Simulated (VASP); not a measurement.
# AgRh (P-6m2) in VASP: further runs, part 2 of 2

VASP 6.6.1. Earlier steps stand in the parts before.

**5. Single point, PBE**

Contents of INCAR:

```
  PREC = Accurate
  ENCUT = 500
  EDIFF = 1E-6
  ISMEAR = 1
  SIGMA = 0.1
  LREAL = F
  LASPH = T
  NELM = 120
  ALGO = Normal
  ISIF = 2
  LWAVE = F
  LCHARG = F
  GGA = PE
  NBANDS = 20
  GGA_COMPAT = F
```

Contents of KPOINTS:

```
regular mesh
0
Gamma
  6 6 3
```

Contents of POSCAR:

```
AgRh
1.0
    2.7775882000      0.0000000000      0.0000000000
   -1.3887941000      2.4054619400      0.0000000000
    0.0000000000      0.0000000000      4.8086020000
Ag Rh
1 1
Direct
    0.0000000000      0.0000000000      0.5000000000
    0.6666666700      0.3333333300      0.0000000000
```

Potentials or basis: VASP PAW PBE potentials, release 64 (Ag, Rh_pv).

Command:

```bash
cat potpaw_PBE.64/Ag/POTCAR potpaw_PBE.64/Rh_pv/POTCAR > POTCAR
mpirun -np 1 vasp_std > vasp.out
```

OUTCAR:

```text
PREC = Accurate
   ENCUT = 500
   EDIFF = 1E-6
   ISMEAR = 1
   LREAL = F
   LASPH = T
   NELM = 120
   ISIF = 2
   GGA = PE

 ion  position               nearest neighbor table
   1  0.000  0.000  0.500-   2 2.89   2 2.89   2 2.89   2 2.89   2 2.89   2 2.89
   2  0.667  0.333  0.000-   1 2.89   1 2.89   1 2.89   1 2.89   1 2.89   1 2.89

  LATTYP: Found a hexagonal cell.
 ALAT       =     2.7775882000
 C/A-ratio  =     1.7312148720

  Lattice vectors:

 A1 = (   2.7775882000,   0.0000000000,   0.0000000000)
 A2 = (  -1.3887941000,   2.4054619400,   0.0000000000)
 A3 = (   0.0000000000,   0.0000000000,   4.8086020000)

Analysis of symmetry for initial positions (statically):
=====================================================================
 Subroutine PRICEL returns:
 Original cell was already a primitive cell.

 Routine SETGRP: Setting up the symmetry group for a
 hexagonal supercell.

 Subroutine GETGRP returns: Found 12 space group operations
 (whereof 12 operations were pure point group operations)
 out of a pool of 24 trial point group operations.

The static configuration has the point symmetry D_3h.

Analysis of symmetry for dynamics (positions and initial velocities):
=====================================================================
 Subroutine PRICEL returns:
 Original cell was already a primitive cell.

 Routine SETGRP: Setting up the symmetry group for a
 hexagonal supercell.

 Subroutine GETGRP returns: Found 12 space group operations
 (whereof 12 operations were pure point group operations)
 out of a pool of 24 trial point group operations.

The dynamic configuration has the point symmetry D_3h.

 Subroutine INISYM returns: Found 12 space group operations
 (whereof 12 operations are pure point group operations),
 and found     1 'primitive' translations

----------------------------------------------------------------------------------------

                                     Primitive cell

  volume of cell :      32.1281

  direct lattice vectors                    reciprocal lattice vectors
     2.777588200  0.000000000  0.000000000     0.360024571  0.207860283  0.000000000
    -1.388794100  2.405461940  0.000000000     0.000000000  0.415720566  0.000000000
     0.000000000  0.000000000  4.808602000     0.000000000  0.000000000  0.207960651

  length of vectors
     2.777588200  2.777588198  4.808602000     0.415720566  0.415720566  0.207960651

  position of ions in fractional coordinates (direct lattice)
     0.000000000  0.000000000  0.500000000
     0.666666670  0.333333330  0.000000000

  ion indices of the primitive-cell ions
   primitive index   ion index
                 1           1
                 2           2

----------------------------------------------------------------------------------------

 KPOINTS: regular mesh

Automatic generation of k-mesh.
 Grid dimensions read from file:
 generate k-points for:    6    6    3

 Generating k-lattice:

  Cartesian coordinates                     Fractional coordinates (reciprocal lattice)
     0.060004095  0.034643381  0.000000000     0.166666667  0.000000000  0.000000000
     0.000000000  0.069286761  0.000000000     0.000000000  0.166666667  0.000000000
     0.000000000  0.000000000  0.069320217     0.000000000  0.000000000  0.333333333

  Length of vectors
     0.069286761  0.069286761  0.069320217

  Shift w.r.t. Gamma in fractional coordinates (k-lattice)
     0.000000000  0.000000000  0.000000000

 Subroutine IBZKPT returns following result:
 ===========================================

 Found     14 irreducible k-points:

 Following reciprocal coordinates:
            Coordinates               Weight
  0.000000  0.000000  0.000000      1.000000
  0.166667  0.000000  0.000000      6.000000
  0.333333  0.000000  0.000000      6.000000
  0.500000  0.000000  0.000000      3.000000
  0.166667  0.166667  0.000000      6.000000
  0.333333  0.166667  0.000000     12.000000
  0.333333  0.333333  0.000000      2.000000
  0.000000  0.000000  0.333333      2.000000
  0.166667  0.000000  0.333333     12.000000
  0.333333  0.000000  0.333333     12.000000
  0.500000  0.000000  0.333333      6.000000
  0.166667  0.166667  0.333333     12.000000
  0.333333  0.166667  0.333333     24.000000
  0.333333  0.333333  0.333333      4.000000
   k-points           NKPTS =     14   k-points in BZ     NKDIM =     14   number of bands    NBANDS=     20
   number of dos      NEDOS =    301   number of ions     NIONS =      2
   total plane-waves  NPLWV =  14400
   dimension x,y,z NGX =    20 NGY =   20 NGZ =   36
   dimension x,y,z NGXF=    40 NGYF=   40 NGZF=   72
   ions per type =               1   1
   NGX,Y,Z   is equivalent  to a cutoff of  11.97, 11.97, 12.45 a.u.
   NGXF,Y,Z  is equivalent  to a cutoff of  23.94, 23.94, 24.89 a.u.
 SYSTEM =  unknown system
   PREC   = accura    normal or accurate (medium, high low for compatibility)
   ISTART =      0    job   : 0-new  1-cont  2-samecut
   ICHARG =      2    charge: 1-file 2-atom 10-const
   ISPIN  =      1    spin polarized calculation?
   LNONCOLLINEAR =      F non collinear calculations
   LSORBIT =      F    spin-orbit coupling
   LASPH  =      T    aspherical Exc in radial PAW
   ENCUT  =  500.0 eV  36.75 Ry    6.06 a.u.   5.06  5.06  8.77*2*pi/ulx,y,z
   NELM   =    120;   NELMIN=  2; NELMDL= -5     # of ELM steps
   EDIFF  = 0.1E-05   stopping-criterion for ELM
   LREAL  =      F    real-space projection
[... 7 lines left out ...]
   TEBEG  =    0.0;   TEEND  =   0.0 temperature during run
   PSTRESS=    0.0 pullay stress
   NELECT =      26.0000    total number of electrons
   NUPDOWN=      -1.0000    fix difference up-down
   EMIN   =  10.00;   EMAX   =-10.00  energy-range for DOS
   EFERMI =   0.00;   METHOD = LEGACY
   ISMEAR =     1;   SIGMA  =   0.10  broadening in eV -4-tet -1-fermi 0-gaus
   EFERMI_NEDOS =   21; number of points for ismear=-14 and -15
   IALGO  =     38    algorithm
   IMIX   =      4    mixing-type and parameters
     AMIX     =   0.40;   BMIX     =  1.00
     AMIX_MAG =   1.60;   BMIX_MAG =  1.00
  volume/ion in A,a.u.               =      16.06       108.41
  Fermi-wavevector in a.u.,A,eV,Ry     =   1.525589  2.882945 31.666497  2.327422
  Thomas-Fermi vector in A             =   2.633739
   LORBIT       =      0    0 simple, 1 ext, 2 COOP (PROOUT), +10 PAW based schemes
   GGA     = PE    functional components
   LHFCALC =     F    Hartree Fock is set to
   AEXX    =    0.0000 exact exchange contribution
   IVDW    =     0    specifies the selected vdW correction
   LEPSILON=     F    determine dielectric tensor
   LRPA    =     F    only Hartree local field effects (RPA)
 non-spin polarized calculation
 Methfessel and Paxton  Order N= 1 SIGMA  =   0.10
  energy-cutoff  :      500.00
  volume of cell :       32.13
 maximum number of plane-waves:       825
   NGX = 11   NGY = 11   NGZ = 17

 number of electron      25.9999993 magnetization

 Free energy of the ion-electron system (eV)
  ---------------------------------------------------
  ext. energy  EPLUGINS =         0.00000000
  ---------------------------------------------------
  free energy    TOTEN  =        -9.42922880 eV

  energy without entropy =       -9.43108158  energy(sigma->0) =       -9.42984640

 E-fermi :   8.7925     XC(G=0): -12.7903

 val. band max:        8.7548035695   @ k =   0.1667   0.0000   0.3333
 cond. band min:       8.8431964980   @ k =   0.1667   0.1667   0.0000
 fundamental gap:      0.0883929286
 Fermi energy:         8.7924939981

 k-point     1 :       0.0000    0.0000    0.0000
  band No.  band energies     occupation
      1     -37.0225      2.00000
      2     -37.0225      2.00000
      3     -36.7639      2.00000
      4       1.7002      2.00000
      5       3.1462      2.00000
      6       4.6746      2.00000
[... 12 lines left out ...]
     19      27.6410      0.00000
     20      30.1476      0.00000

 k-point     2 :       0.1667    0.0000    0.0000
  band No.  band energies     occupation
      1     -37.1235      2.00000
      2     -37.0469      2.00000
      3     -36.7503      2.00000
      4       2.5234      2.00000
      5       3.5812      2.00000
      6       4.4491      2.00000
[... 268 lines left out ...]
 k-point    14 :       0.3333    0.3333    0.3333
  band No.  band energies     occupation
      1     -37.3021      2.00000
      2     -37.3011      2.00000
      3     -36.7024      2.00000
      4       4.1222      2.00000
      5       4.2106      2.00000
      6       4.5714      2.00000
[... 12 lines left out ...]
     19      18.1084      0.00000
     20      25.3843      0.00000

------------------------ aborting loop because EDIFF is reached ----------------------------------------

  FORCE on cell =-STRESS in cart. coord.  units (eV):
  Direction    XX          YY          ZZ          XY          YZ          ZX
  --------------------------------------------------------------------------------------
  -------------------------------------------------------------------------------------
  Total       -0.5276614     -0.5276614     -0.2604331     -0.0000000     -0.0000000     -0.0000000
  in kB      -26.3136264    -26.3136263    -12.9873835     -0.0000000     -0.0000000     -0.0000000
  external PRESSURE =     -21.8715454 kB  Pullay stress =       0.0000000 kB

 VOLUME and BASIS-vectors are now :
 -----------------------------------------------------------------------------
  energy-cutoff  :      500.00
  volume of cell :       32.13
      direct lattice vectors                 reciprocal lattice vectors
     2.777588200  0.000000000  0.000000000     0.360024571  0.207860283  0.000000000
    -1.388794100  2.405461940  0.000000000     0.000000000  0.415720566  0.000000000
     0.000000000  0.000000000  4.808602000     0.000000000  0.000000000  0.207960651

 POSITION                                       TOTAL-FORCE (eV/Angst)
 -----------------------------------------------------------------------------------
      0.00000      0.00000      2.40430        -0.000000      0.000000      0.000000
      1.38879      0.80182      0.00000         0.000000     -0.000000      0.000000
 -----------------------------------------------------------------------------------
    total drift:                               -0.000015      0.000009      0.000000

  FREE ENERGIE OF THE ION-ELECTRON SYSTEM (eV)
  ---------------------------------------------------
  free  energy   TOTEN  =        -9.4292288040 eV

  energy  without entropy=       -9.4310815813  energy(sigma->0) =       -9.42984640
```

OSZICAR:

```text
N       E                     dE             d eps       ncg     rms          rms(c)
DAV:   1     0.211796728126E+03    0.21180E+03   -0.15337E+04   560   0.135E+03
DAV:   2    -0.615515665916E+01   -0.21795E+03   -0.21208E+03   584   0.370E+02
DAV:   3    -0.101441600885E+02   -0.39890E+01   -0.39676E+01   644   0.566E+01
DAV:   4    -0.101665043301E+02   -0.22344E-01   -0.22342E-01   596   0.416E+00
DAV:   5    -0.101668342232E+02   -0.32989E-03   -0.32989E-03   624   0.537E-01    0.930E+00
DAV:   6    -0.949843327133E+01    0.66840E+00   -0.24132E+00   596   0.180E+01    0.613E+00
DAV:   7    -0.946046186493E+01    0.37971E-01   -0.72475E-01   608   0.794E+00    0.267E+00
DAV:   8    -0.943452060779E+01    0.25941E-01   -0.22117E-01   576   0.481E+00    0.185E+00
DAV:   9    -0.942963687533E+01    0.48837E-02   -0.16692E-02   640   0.127E+00    0.195E-01
DAV:  10    -0.942927601674E+01    0.36086E-03   -0.79742E-04   604   0.204E-01    0.932E-02
DAV:  11    -0.942923584689E+01    0.40170E-04   -0.32743E-04   600   0.123E-01    0.301E-02
DAV:  12    -0.942922847186E+01    0.73750E-05   -0.49231E-05   620   0.660E-02    0.654E-03
DAV:  13    -0.942922880395E+01   -0.33209E-06   -0.12884E-06   436   0.946E-03
   1 F= -.94292288E+01 E0= -.94298464E+01  d E =0.185278E-02
```

It took 18 s on 1 thread of Intel Xeon 8259CL, shared host; peak memory 0.14 GiB.

What came out:

| Quantity | Value |
| --- | --- |
| Free energy | -9.4292 eV |
| Pressure | -2.2 GPa |
| Band gap on the k mesh | zero (band 13 reaches 9.72 eV, above the bottom of band 14 at 8.75 eV) |

Stress tensor (GPa, compression positive):
```
-2.63  0.00  0.00
 0.00 -2.63  0.00
 0.00  0.00 -1.30
```

Caveat: the k points lie up to 0.44 Å⁻¹ apart.

**6. Single point, PBE**

Contents of INCAR:

```
SYSTEM = AgRh
  PREC = Accurate
  ENCUT = 500
  EDIFF = 1E-6
  ISMEAR = 1
  SIGMA = 0.1
  LREAL = .False.
  LASPH = .True.
  NELM = 120
  ALGO = Normal
  ISIF = 2
  LWAVE = .False.
  LCHARG = .True.
  GGA = PE
  LELF = .True.
  LVHAR = .True.
  NBANDS = 20
  GGA_COMPAT = .False.
```

Contents of KPOINTS:

```
regular mesh
0
Gamma
  8 8 4
  0 0 0
```

POSCAR is that of step 5.

Potentials or basis: VASP PAW PBE potentials, release 64 (Ag, Rh_pv).

Command:

```bash
cat potpaw_PBE.64/Ag/POTCAR potpaw_PBE.64/Rh_pv/POTCAR > POTCAR
mpirun -np 1 vasp_std > vasp.out
```

It took 27 s on 1 thread of Intel Xeon 8259CL, shared host; peak memory 0.15 GiB.

Results (log left out):

* Free energy: -9.4214 eV
* Pressure: -2.4 GPa
* Band gap on the k mesh: zero (band 13 reaches 9.97 eV, above the bottom of band 14 at 8.59 eV)

Stress tensor (GPa, compression positive):
```
-1.78  0.00  0.00
 0.00 -1.78  0.00
 0.00  0.00 -3.51
```

Levels at points of the mesh, in eV from the Fermi level:
| k point | band 11 | band 12 | band 13 | band 14 | band 15 | band 16 |
| --- | --- | --- | --- | --- | --- | --- |
| (0.00, 0.00, 0.00) | -1.74 | -1.74 | 0.13 | 0.13 | 0.19 | 5.34 |
| (0.50, 0.00, 0.00) | -1.60 | -0.10 | 1.15 | 1.87 | 4.02 | 8.45 |
| (0.00, 0.00, 0.50) | -2.46 | -1.56 | -1.56 | 0.09 | 0.09 | 11.57 |
| (0.50, 0.00, 0.50) | -0.58 | -0.17 | 1.15 | 1.74 | 2.52 | 6.49 |

**7. The runs side by side**

| k mesh | gap on the mesh (eV) | pressure (GPa) |
| --- | --- | --- |
| 3 × 3 × 2 | none | 3.4 |
| 4 × 4 × 2 | none | -1.8 |
| 5 × 5 × 3 | none | -1.9 |
| 6 × 6 × 3 | none | -2.2 |
| 8 × 8 × 4 | none | -2.4 |

Alike in all rows: task single point; level PBE; potentials or basis VASP PAW PBE potentials, release 64 (Ag, Rh_pv); no spin polarisation; cell as given; cutoff (eV) 500; smearing methfessel-paxton 0.1 eV.

Caveats: some runs use coarse meshes.

Total energies depend on the potentials used, so only differences within one code and one set of settings carry meaning.
